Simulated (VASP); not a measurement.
# MgO (P6_3mc) in VASP: a series of runs, part 2 of 2

VASP 6.6.1. The steps go on from the part before.

### Step 4. Single point, PBE

This run uses another cell than the first one, of 12.58 Å³/atom, 1.016 times its volume.

File INCAR:

```
PREC = Accurate
ENCUT = 520
EDIFF = 1E-6
ISMEAR = 0
SIGMA = 0.05
LREAL = F
LASPH = T
NELM = 100
ALGO = Normal
ISIF = 2
LWAVE = F
LCHARG = F
GGA = PE
NBANDS = 26
```

File KPOINTS:

```
Automatic mesh
0
Gamma
  9 9 2
```

File POSCAR:

```
MgO
1.0
    3.2805263433      0.0000000000      0.0000000000
   -1.6402631717      2.8410191511      0.0000000000
    0.0000000000      0.0000000000     10.7943000000
Mg O
4 4
Direct
    0.3333333333      0.6666666667      0.9694906392
    0.0000000000      0.0000000000      0.2208211786
    0.0000000000      0.0000000000      0.7208211786
    0.6666666667      0.3333333333      0.4694906392
    0.3333333333      0.6666666667      0.7800420079
    0.0000000000      0.0000000000      0.5296443544
    0.0000000000      0.0000000000      0.0296443544
    0.6666666667      0.3333333333      0.2800420079
```

Potentials or basis: VASP PAW PBE potentials, release 64 (Mg, O).

Started as:

```sh
$ cat potpaw_PBE.64/Mg/POTCAR potpaw_PBE.64/O/POTCAR > POTCAR
$ mpirun -np 1 vasp_std > vasp.out
```

OUTCAR:

```text
PREC = Accurate
   ENCUT = 520
   EDIFF = 1E-6
   ISMEAR = 0
   LREAL = F
   LASPH = T
   NELM = 100
   ISIF = 2
   GGA = PE

 ion  position               nearest neighbor table
   1  0.333  0.667  0.969-   7 2.00   7 2.00   7 2.00   5 2.04   3 3.29   3 3.29   3 3.29   2 3.31
                             2 3.31   2 3.31
   2  0.000  0.000  0.221-   8 2.00   8 2.00   8 2.00   7 2.06   4 3.29   4 3.29   4 3.29   1 3.31
                             1 3.31   1 3.31
   3  0.000  0.000  0.721-   5 2.00   5 2.00   5 2.00   6 2.06   1 3.29   1 3.29   1 3.29   4 3.31
                             4 3.31   4 3.31
   4  0.667  0.333  0.469-   6 2.00   6 2.00   6 2.00   8 2.04   2 3.29   2 3.29   2 3.29   3 3.31
                             3 3.31   3 3.31
   5  0.333  0.667  0.780-   3 2.00   3 2.00   3 2.00   1 2.04
   6  0.000  0.000  0.530-   4 2.00   4 2.00   4 2.00   3 2.06
   7  0.000  0.000  0.030-   1 2.00   1 2.00   1 2.00   2 2.06
   8  0.667  0.333  0.280-   2 2.00   2 2.00   2 2.00   4 2.04

  LATTYP: Found a hexagonal cell.
 ALAT       =     3.2805263433
 C/A-ratio  =     3.2904171070

  Lattice vectors:

[... 197 lines left out ...]

 k-point     1 :       0.0000    0.0000    0.0000
  band No.  band energies     occupation
      1     -15.2487      2.00000
      2     -14.9766      2.00000
      3     -14.9588      2.00000
      4     -14.6653      2.00000
      5      -2.4109      2.00000
      6      -1.2895      2.00000
[... 685 lines left out ...]
     25      12.9928      0.00000
     26      13.0088      0.00000

------------------------ aborting loop because EDIFF is reached ----------------------------------------

  FORCE on cell =-STRESS in cart. coord.  units (eV):
  Direction    XX          YY          ZZ          XY          YZ          ZX
  --------------------------------------------------------------------------------------
  -------------------------------------------------------------------------------------
  Total       -0.9079019     -0.9079019     -4.0469410      0.0000000      0.0000000      0.0000000
  in kB      -14.4589689    -14.4589689    -64.4503508      0.0000000      0.0000000      0.0000000
  external PRESSURE =     -31.1227629 kB  Pullay stress =       0.0000000 kB

 VOLUME and BASIS-vectors are now :
 -----------------------------------------------------------------------------
  energy-cutoff  :      520.00
  volume of cell :      100.60
      direct lattice vectors                 reciprocal lattice vectors
     3.280526343  0.000000000  0.000000000     0.304829133  0.175993182  0.000000000
    -1.640263172  2.841019151  0.000000000     0.000000000  0.351986364  0.000000000
     0.000000000  0.000000000 10.794300000     0.000000000  0.000000000  0.092641487

 POSITION                                       TOTAL-FORCE (eV/Angst)
 -----------------------------------------------------------------------------------
     -0.00000      1.89401     10.46497        -0.000000     -0.000000     -0.170909
      0.00000      0.00000      2.38361        -0.000000     -0.000000     -0.180156
      0.00000      0.00000      7.78076         0.000000      0.000000     -0.180156
      1.64026      0.94701      5.06782         0.000000     -0.000000     -0.170909
     -0.00000      1.89401      8.42001        -0.000000     -0.000000      0.185164
      0.00000      0.00000      5.71714        -0.000000     -0.000000      0.165901
      0.00000      0.00000      0.31999        -0.000000     -0.000000      0.165901
      1.64026      0.94701      3.02286         0.000000      0.000000      0.185164
 -----------------------------------------------------------------------------------
    total drift:                                0.000001      0.000001      0.000303

  FREE ENERGIE OF THE ION-ELECTRON SYSTEM (eV)
  ---------------------------------------------------
  free  energy   TOTEN  =       -46.8649240932 eV

  energy  without entropy=      -46.8649240932  energy(sigma->0) =      -46.86492409
```

stdout:

```text
POSCAR found type information on POSCAR MgO
 POSCAR found :  2 types and       8 ions
 scaLAPACK will be used
 LDA part: xc-table for (Slater+PW92), standard interpolation
 POSCAR, INCAR and KPOINTS ok, starting setup
 FFT: planning ... GRIDC
 FFT: planning ... GRID_SOFT
 FFT: planning ... GRID
 WAVECAR not read
 entering main loop
```

Run time: 43 s. Hardware: 1 thread of Intel Xeon Platinum 8124M at 3.00GHz (Skylake/Cascade Lake), shared host; peak memory 0.22 GiB.

Results:

```yaml
Free_energy: -46.8649 eV
Pressure: -3.1 GPa
Largest_force: 0.185 eV/Å
Band_gap_on_the_k_mesh: 3.35 eV, direct
```

Forces on the atoms (eV/Å):
```
Mg   0.000  0.000 -0.171
Mg   0.000  0.000 -0.180
Mg   0.000  0.000 -0.180
Mg   0.000  0.000 -0.171
O    0.000  0.000  0.185
O    0.000  0.000  0.166
O    0.000  0.000  0.166
O    0.000  0.000  0.185
```

Stress tensor (GPa, compression positive):
```
-1.45  0.00  0.00
 0.00 -1.45  0.00
 0.00  0.00 -6.45
```

A hybrid or GW would open this gap; PBE tends to underestimate it.

### Step 5. Single point, PBE

This run uses another cell than the first one, of 12.66 Å³/atom, 1.023 times its volume.

File INCAR:

```
  PREC = Accurate
  ENCUT = 520
  EDIFF = 1E-7
  ISMEAR = 0
  SIGMA = 0.05
  LREAL = F
  LASPH = T
  NELM = 100
  ALGO = Normal
  ISIF = 2
  LWAVE = F
  LCHARG = T
  GGA = PE
  LELF = T
  LVHAR = T
  NBANDS = 26
```

KPOINTS is that of step 4.

Changes to POSCAR since step 4:

```diff
@@ -2,5 +2,5 @@
 1.0
-    3.2805263433      0.0000000000      0.0000000000
-   -1.6402631717      2.8410191511      0.0000000000
-    0.0000000000      0.0000000000     10.7943000000
+    3.3352000000      0.0000000000      0.0000000000
+   -1.6676000000      2.8883679267      0.0000000000
+    0.0000000000      0.0000000000     10.5138967343
 Mg O
```

Started as:

```sh
$ cat potpaw_PBE.64/Mg/POTCAR potpaw_PBE.64/O/POTCAR > POTCAR
$ mpirun -np 1 vasp_std > vasp.out
```

Run time: 64 s. Hardware: 1 thread of Intel Xeon Platinum 8124M at 3.00GHz (Skylake/Cascade Lake), shared host; peak memory 0.25 GiB.

It converged, with:

```yaml
Free_energy: -46.8642 eV
Pressure: -4.0 GPa
Largest_force: 0.124 eV/Å
Band_gap_on_the_k_mesh: 3.23 eV, direct
```

Forces on the atoms (eV/Å):
```
Mg   0.000  0.000  0.104
Mg   0.000  0.000  0.124
Mg   0.000  0.000  0.124
Mg   0.000  0.000  0.104
O    0.000  0.000 -0.112
O    0.000  0.000 -0.115
O    0.000  0.000 -0.115
O    0.000  0.000 -0.112
```

Stress tensor (GPa, compression positive):
```
-5.13  0.00  0.00
 0.00 -5.13  0.00
 0.00  0.00 -1.68
```

Levels at points of the mesh, in eV from the valence-band top:
```
           k point  band 14  band 15  band 16  band 17  band 18  band 19
(0.00, 0.00, 0.00)    -0.15    -0.15     0.00     3.23     5.52     5.64
(0.00, 0.00, 0.50)    -0.19    -0.19    -0.19     4.06     4.06     7.11
```

### Step 6. Single point, PBE

This run uses another cell than the first one, of 12.79 Å³/atom, 1.033 times its volume.

File INCAR:

```
ALGO = Normal ; EDIFF = 1E-6
ENCUT = 520 ; GGA = PE
ISIF = 2 ; ISMEAR = 0
LASPH = T ; LCHARG = F
LREAL = F ; LWAVE = F
NBANDS = 26 ; NELM = 60
PREC = Accurate ; SIGMA = 0.05
```

File KPOINTS:

```
k-points
0
Gamma
  9 9 2
```

Changes to POSCAR since step 5:

```diff
@@ -2,5 +2,5 @@
 1.0
-    3.3352000000      0.0000000000      0.0000000000
-   -1.6676000000      2.8883679267      0.0000000000
-    0.0000000000      0.0000000000     10.5138967343
+    3.2259000000      0.0000000000      0.0000000000
+   -1.6129500000      2.7937113501      0.0000000000
+    0.0000000000      0.0000000000     11.3550000000
 Mg O
```

Potentials or basis: VASP PAW PBE potentials, release 64 (Mg, O).

Started as:

```sh
$ cat potpaw_PBE.64/Mg/POTCAR potpaw_PBE.64/O/POTCAR > POTCAR
$ mpirun -np 1 vasp_std > vasp.out
```

It took 47 s on 1 thread of Intel Xeon Platinum 8124M at 3.00GHz (Skylake/Cascade Lake), shared host; peak memory 0.22 GiB.

It converged, with:

```yaml
Free_energy: -46.5187 eV
Pressure: -3.6 GPa
Largest_force: 0.419 eV/Å
Band_gap_on_the_k_mesh: 3.16 eV, direct
```

Forces on the atoms (eV/Å):
```
Mg   0.000  0.000 -0.372
Mg   0.000  0.000 -0.416
Mg   0.000  0.000 -0.416
Mg   0.000  0.000 -0.372
O    0.000  0.000  0.419
O    0.000  0.000  0.369
O    0.000  0.000  0.369
O    0.000  0.000  0.419
```

Stress tensor (GPa, compression positive):
```
  1.91   0.00   0.00
  0.00   1.91   0.00
  0.00   0.00 -14.51
```

Levels at points of the mesh, in eV from the valence-band top:
```tsv
k point	band 12	band 13	band 14	band 15	band 16	band 17	band 18	band 19	band 20	band 21
(0.00, 0.00, 0.00)	-0.10	-0.05	-0.05	0.00	0.00	3.16	5.44	5.50	8.39	8.81
(0.00, 0.00, 0.50)	-0.12	-0.02	-0.02	-0.02	-0.02	3.96	3.96	7.05	7.05	10.18
```

### Step 7. Overview

```csv
cell,gap on the mesh (eV),pressure (GPa),largest force (eV/Å)
"a = 3.390, b = 3.390, c = 9.953 Å, angles 90.0, 90.0, 120.0°, 8 atoms",3.19,-0.7,0.99
"a = 3.226, b = 3.226, c = 11.075 Å, angles 90.0, 90.0, 120.0°, 8 atoms",3.35,-1.6,0.41
"a = 3.281, b = 3.281, c = 10.794 Å, angles 90.0, 90.0, 120.0°, 8 atoms",3.35,-3.1,0.19
"a = 3.335, b = 3.335, c = 10.514 Å, angles 90.0, 90.0, 120.0°, 8 atoms",3.23,-4.0,0.12
"a = 3.226, b = 3.226, c = 11.355 Å, angles 90.0, 90.0, 120.0°, 8 atoms",3.16,-3.6,0.42
```

Alike in all rows: task single point; level PBE; potentials or basis VASP PAW PBE potentials, release 64 (Mg, O); no spin polarisation; k mesh 9 × 9 × 2; cutoff (eV) 520; smearing gaussian 0.05 eV.

Absolute energies hang on the potentials; compare differences alone.
